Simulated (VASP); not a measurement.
# Sn (P6_3/mmc) in VASP: single point with PBE

Aim: the single point of Sn with PBE.

Program: VASP 6.6.1. These are calculated values, not measurements. Logs are shortened: lines on timing, memory, paths and dates and some standing lists are left out, and cuts for length are marked.

## (1) The cell of the first run

Symmetry: P6_3/mmc, No. 194, hexagonal system. The conventional cell has a = 2.662 Å, b = 2.662 Å, c = 8.646 Å, α = 90.00°, β = 90.00°, γ = 120.00°. Sn (site symmetry -3m) has 12 Sn at 2.65 to 2.66 Å within 3.5 Å. Sn (site symmetry -6m2) has 12 Sn at 2.65 to 2.66 Å within 3.5 Å.

This isn't the form of Sn at room conditions, which is tetragonal (white tin).

## (2) Single point, PBE

INCAR reads:

```
SYSTEM = Sn
ALGO = Normal
EDIFF = 1E-6
ENCUT = 520
GGA = PE
ISIF = 2
ISMEAR = 0
LASPH = .True.
LCHARG = .True.
LELF = .True.
LREAL = .False.
LVHAR = .True.
LWAVE = .False.
NBANDS = 36
NELM = 60
PREC = Accurate
SIGMA = 0.1
```

KPOINTS reads:

```
k-points
0
Gamma
  6 6 2
  0 0 0
```

POSCAR reads:

```
Sn
1.0
    2.6617727479      0.0000000000      0.0000000000
   -1.3308863740      2.3051628188      0.0000000000
    0.0000000000      0.0000000000      8.6460968562
Sn
4
Direct
    0.0000000000      0.0000000000      0.0000000000
    0.3333333333      0.6666666667      0.2500000000
    0.0000000000      0.0000000000      0.5000000000
    0.6666666667      0.3333333333      0.7500000000
```

Potentials or basis: VASP PAW PBE potentials, release 64 (Sn_d).

On the command line:

```bash
> cat potpaw_PBE.64/Sn_d/POTCAR > POTCAR
> mpirun -np 1 vasp_std > vasp.out
```

OUTCAR:

```text
SYSTEM = Sn
   EDIFF = 1E-6
   ENCUT = 520
   GGA = PE
   ISIF = 2
   ISMEAR = 0
   LASPH = .True.
   LREAL = .False.
   NELM = 60
   PREC = Accurate

 ion  position               nearest neighbor table
   1  0.000  0.000  0.000-   2 2.65   4 2.65   4 2.65   2 2.65   4 2.65   2 2.65   2 3.76   4 3.76
                             2 3.76   4 3.76   2 3.76   4 3.76
   2  0.333  0.667  0.250-   1 2.65   3 2.65   1 2.65   3 2.65   1 2.65   3 2.65   1 3.76   3 3.76
                             1 3.76   3 3.76   1 3.76   3 3.76
   3  0.000  0.000  0.500-   2 2.65   4 2.65   4 2.65   2 2.65   4 2.65   2 2.65   2 3.76   4 3.76
                             2 3.76   4 3.76   2 3.76   4 3.76
   4  0.667  0.333  0.750-   1 2.65   3 2.65   1 2.65   3 2.65   1 2.65   3 2.65   1 3.76   3 3.76
                             1 3.76   3 3.76   1 3.76   3 3.76

  LATTYP: Found a hexagonal cell.
 ALAT       =     2.6617727479
 C/A-ratio  =     3.2482475685

  Lattice vectors:

 A1 = (   2.6617727479,   0.0000000000,   0.0000000000)
 A2 = (  -1.3308863740,   2.3051628188,   0.0000000000)
 A3 = (   0.0000000000,   0.0000000000,   8.6460968562)

Analysis of symmetry for initial positions (statically):
=====================================================================
 Subroutine PRICEL returns:
 Original cell was already a primitive cell.

 Routine SETGRP: Setting up the symmetry group for a
 hexagonal supercell.

 Subroutine GETGRP returns: Found 24 space group operations
 (whereof 12 operations were pure point group operations)
 out of a pool of 24 trial point group operations.

The static configuration has the point symmetry D_3d.
 The point group associated with its full space group is D_6h.

Analysis of symmetry for dynamics (positions and initial velocities):
=====================================================================
 Subroutine PRICEL returns:
 Original cell was already a primitive cell.

 Routine SETGRP: Setting up the symmetry group for a
 hexagonal supercell.

 Subroutine GETGRP returns: Found 24 space group operations
 (whereof 12 operations were pure point group operations)
 out of a pool of 24 trial point group operations.

The dynamic configuration has the point symmetry D_3d.
 The point group associated with its full space group is D_6h.

 Subroutine INISYM returns: Found 24 space group operations
 (whereof 12 operations are pure point group operations),
 and found     1 'primitive' translations

----------------------------------------------------------------------------------------

                                     Primitive cell

  volume of cell :      53.0509

  direct lattice vectors                    reciprocal lattice vectors
     2.661772748  0.000000000  0.000000000     0.375689473  0.216904418  0.000000000
    -1.330886374  2.305162819  0.000000000     0.000000000  0.433808836  0.000000000
     0.000000000  0.000000000  8.646096856     0.000000000  0.000000000  0.115659125

  length of vectors
     2.661772748  2.661772748  8.646096856     0.433808836  0.433808836  0.115659125

  position of ions in fractional coordinates (direct lattice)
     0.000000000  0.000000000  0.000000000
     0.333333333  0.666666667  0.250000000
     0.000000000  0.000000000  0.500000000
     0.666666667  0.333333333  0.750000000

  ion indices of the primitive-cell ions
   primitive index   ion index
                 1           1
                 2           2
                 3           3
                 4           4

----------------------------------------------------------------------------------------

 KPOINTS: k-points

Automatic generation of k-mesh.
 Grid dimensions read from file:
 generate k-points for:    6    6    2

 Generating k-lattice:

  Cartesian coordinates                     Fractional coordinates (reciprocal lattice)
     0.062614912  0.036150736  0.000000000     0.166666667  0.000000000  0.000000000
     0.000000000  0.072301473  0.000000000     0.000000000  0.166666667  0.000000000
     0.000000000  0.000000000  0.057829563     0.000000000  0.000000000  0.500000000

  Length of vectors
     0.072301473  0.072301473  0.057829563

  Shift w.r.t. Gamma in fractional coordinates (k-lattice)
     0.000000000  0.000000000  0.000000000

 Subroutine IBZKPT returns following result:
 ===========================================

 Found     14 irreducible k-points:

 Following reciprocal coordinates:
            Coordinates               Weight
  0.000000  0.000000  0.000000      1.000000
  0.166667  0.000000  0.000000      6.000000
  0.333333  0.000000  0.000000      6.000000
  0.500000  0.000000  0.000000      3.000000
  0.166667  0.166667  0.000000      6.000000
  0.333333  0.166667  0.000000     12.000000
  0.333333  0.333333  0.000000      2.000000
  0.000000  0.000000  0.500000      1.000000
  0.166667  0.000000  0.500000      6.000000
  0.333333  0.000000  0.500000      6.000000
  0.500000  0.000000  0.500000      3.000000
  0.166667  0.166667  0.500000      6.000000
  0.333333  0.166667  0.500000     12.000000
  0.333333  0.333333  0.500000      2.000000
   k-points           NKPTS =     14   k-points in BZ     NKDIM =     14   number of bands    NBANDS=     36
   number of dos      NEDOS =    301   number of ions     NIONS =      4
   total plane-waves  NPLWV =  25600
   dimension x,y,z NGX =    20 NGY =   20 NGZ =   64
   dimension x,y,z NGXF=    40 NGYF=   40 NGZF=  128
   ions per type =               4
   NGX,Y,Z   is equivalent  to a cutoff of  12.49, 12.49, 12.31 a.u.
   NGXF,Y,Z  is equivalent  to a cutoff of  24.98, 24.98, 24.61 a.u.
 SYSTEM =  Sn
   PREC   = accura    normal or accurate (medium, high low for compatibility)
   ISTART =      0    job   : 0-new  1-cont  2-samecut
   ICHARG =      2    charge: 1-file 2-atom 10-const
   ISPIN  =      1    spin polarized calculation?
   LNONCOLLINEAR =      F non collinear calculations
   LSORBIT =      F    spin-orbit coupling
   LASPH  =      T    aspherical Exc in radial PAW
   ENCUT  =  520.0 eV  38.22 Ry    6.18 a.u.   4.95  4.95 16.08*2*pi/ulx,y,z
   NELM   =     60;   NELMIN=  2; NELMDL= -5     # of ELM steps
   EDIFF  = 0.1E-05   stopping-criterion for ELM
   LREAL  =      F    real-space projection
   EDIFFG = 0.1E-04   stopping-criterion for IOM
   NSW    =      0    number of steps for IOM
   IBRION =     -1    ionic relax: 0-MD 1-quasi-New 2-CG
   NFREE  =      0    steps in history (QN), initial steepest desc. (CG)
   ISIF   =      2    stress and relaxation
   ISYM   =      2    0-nonsym 1-usesym 2-fastsym
   POTIM  = 0.5000    time-step for ionic-motion
   TEBEG  =    0.0;   TEEND  =   0.0 temperature during run
   PSTRESS=    0.0 pullay stress
   NELECT =      56.0000    total number of electrons
   NUPDOWN=      -1.0000    fix difference up-down
   EMIN   =  10.00;   EMAX   =-10.00  energy-range for DOS
   EFERMI =   0.00;   METHOD = LEGACY
   ISMEAR =     0;   SIGMA  =   0.10  broadening in eV -4-tet -1-fermi 0-gaus
   EFERMI_NEDOS =   21; number of points for ismear=-14 and -15
   IALGO  =     38    algorithm
   IMIX   =      4    mixing-type and parameters
     AMIX     =   0.40;   BMIX     =  1.00
     AMIX_MAG =   1.60;   BMIX_MAG =  1.00
  volume/ion in A,a.u.               =      13.26        89.50
  Fermi-wavevector in a.u.,A,eV,Ry     =   1.666889  3.149963 37.804034  2.778518
  Thomas-Fermi vector in A             =   2.753006
   LORBIT       =      0    0 simple, 1 ext, 2 COOP (PROOUT), +10 PAW based schemes
   GGA     = PE    functional components
   LHFCALC =     F    Hartree Fock is set to
   AEXX    =    0.0000 exact exchange contribution
   IVDW    =     0    specifies the selected vdW correction
   LEPSILON=     F    determine dielectric tensor
   LRPA    =     F    only Hartree local field effects (RPA)
 non-spin polarized calculation
 Gauss-broadening in eV      SIGMA  =   0.10
  energy-cutoff  :      520.00
  volume of cell :       53.05
 maximum number of plane-waves:      1467
 NGX is ok and might be reduce to    20
   NGX =  9   NGY =  9   NGZ = 33

 number of electron      56.0000009 magnetization

 Free energy of the ion-electron system (eV)
  ---------------------------------------------------
  ext. energy  EPLUGINS =         0.00000000
  ---------------------------------------------------
  free energy    TOTEN  =         3.36657382 eV

  energy without entropy =        3.37070328  energy(sigma->0) =        3.36863855

 E-fermi :  21.3538     XC(G=0): -14.2319

 val. band max:       21.1714086391   @ k =   0.1667   0.1667   0.0000
 cond. band min:      21.4421244628   @ k =   0.3333   0.3333   0.0000
 fundamental gap:      0.2707158237
 Fermi energy:        21.3537832567

 k-point     1 :       0.0000    0.0000    0.0000
  band No.  band energies     occupation
      1      -2.9893      2.00000
      2      -2.7296      2.00000
      3      -2.7214      2.00000
      4      -2.5672      2.00000
      5      -2.5672      2.00000
      6      -2.5427      2.00000
[... 28 lines left out ...]
     35      32.8203      0.00000
     36      32.8592      0.00000

 k-point     2 :       0.1667    0.0000    0.0000
  band No.  band energies     occupation
      1      -2.9101      2.00000
      2      -2.7667      2.00000
      3      -2.7313      2.00000
      4      -2.5782      2.00000
      5      -2.5711      2.00000
      6      -2.5276      2.00000
[... 28 lines left out ...]
     35      30.5994      0.00000
     36      30.6586      0.00000

 k-point     3 :       0.3333    0.0000    0.0000
  band No.  band energies     occupation
      1      -3.1947      2.00000
      2      -2.9639      2.00000
      3      -2.9562      2.00000
      4      -2.8848      2.00000
      5      -2.7889      2.00000
      6      -2.5318      2.00000
[... 28 lines left out ...]
     35      27.3947      0.00000
     36      29.5416      0.00000
[... 352 lines left out ...]
 k-point    13 :       0.3333    0.1667    0.5000
  band No.  band energies     occupation
      1      -3.0223      2.00000
      2      -3.0223      2.00000
      3      -2.8353      2.00000
      4      -2.8353      2.00000
      5      -2.7219      2.00000
      6      -2.7219      2.00000
[... 28 lines left out ...]
     35      27.5614      0.00000
     36      27.5614      0.00000

 k-point    14 :       0.3333    0.3333    0.5000
  band No.  band energies     occupation
      1      -2.9817      2.00000
      2      -2.9817      2.00000
      3      -2.7135      2.00000
      4      -2.7135      2.00000
      5      -2.4343      2.00000
      6      -2.4343      2.00000
[... 28 lines left out ...]
     35      26.4430      0.00000
     36      26.4430      0.00000

------------------------ aborting loop because EDIFF is reached ----------------------------------------

  FORCE on cell =-STRESS in cart. coord.  units (eV):
  Direction    XX          YY          ZZ          XY          YZ          ZX
  --------------------------------------------------------------------------------------
  -------------------------------------------------------------------------------------
  Total       68.4327860     68.4327860     68.8190022     -0.0000000      0.0000000      0.0000000
  in kB     2066.7223051   2066.7223051   2078.3863295     -0.0000000      0.0000000      0.0000000
  external PRESSURE =    2070.6103132 kB  Pullay stress =       0.0000000 kB

 VOLUME and BASIS-vectors are now :
 -----------------------------------------------------------------------------
  energy-cutoff  :      520.00
  volume of cell :       53.05
      direct lattice vectors                 reciprocal lattice vectors
     2.661772748  0.000000000  0.000000000     0.375689473  0.216904418  0.000000000
    -1.330886374  2.305162819  0.000000000     0.000000000  0.433808836  0.000000000
     0.000000000  0.000000000  8.646096856     0.000000000  0.000000000  0.115659125

 POSITION                                       TOTAL-FORCE (eV/Angst)
 -----------------------------------------------------------------------------------
      0.00000      0.00000      0.00000        -0.000000      0.000000      0.000000
     -0.00000      1.53678      2.16152         0.000000      0.000000      0.000000
      0.00000      0.00000      4.32305        -0.000000      0.000000      0.000000
      1.33089      0.76839      6.48457         0.000000      0.000000     -0.000000
 -----------------------------------------------------------------------------------
    total drift:                                0.000000     -0.000000      0.000000

  FREE ENERGIE OF THE ION-ELECTRON SYSTEM (eV)
  ---------------------------------------------------
  free  energy   TOTEN  =         3.3665738235 eV

  energy  without entropy=        3.3707032843  energy(sigma->0) =        3.36863855
```

It took 17 s on 1 thread of Intel Xeon 6975P-C (Granite Rapids), shared host; peak memory 0.17 GiB.

Results:

- Free energy: 3.3666 eV
- Pressure: 207.1 GPa
- Band gap on the k mesh: zero (bands 28 and 29 overlap by 13.86 eV)

Stress tensor (GPa, compression positive):
```
206.67   0.00   0.00
  0.00 206.67   0.00
  0.00   0.00 207.84
```

Levels at points of the mesh, in eV from the Fermi level:
```
           k point  band 24  band 25  band 26  band 27  band 28  band 29  band 30  band 31  band 32  band 33
(0.00, 0.00, 0.00)   -10.50    -8.69     1.63     1.63     8.69     8.94     9.83     9.91     9.91    10.51
(0.50, 0.00, 0.00)    -9.50    -7.57    -7.36    -2.46    -2.18    -1.37    -0.47     1.90     4.87     4.88
(0.00, 0.00, 0.50)   -13.93    -4.28    -4.28     7.61     7.61     8.97     8.97    10.28    10.28    10.38
(0.50, 0.00, 0.50)   -10.12    -6.25    -6.25    -4.57    -4.57     1.82     1.82     2.70     2.70     4.18
```

Caveat: the k points lie up to 0.45 Å⁻¹ apart, too coarse for converged energies and pressures of a metal; spin-orbit coupling is left out, which moves the levels of the heavy elements.
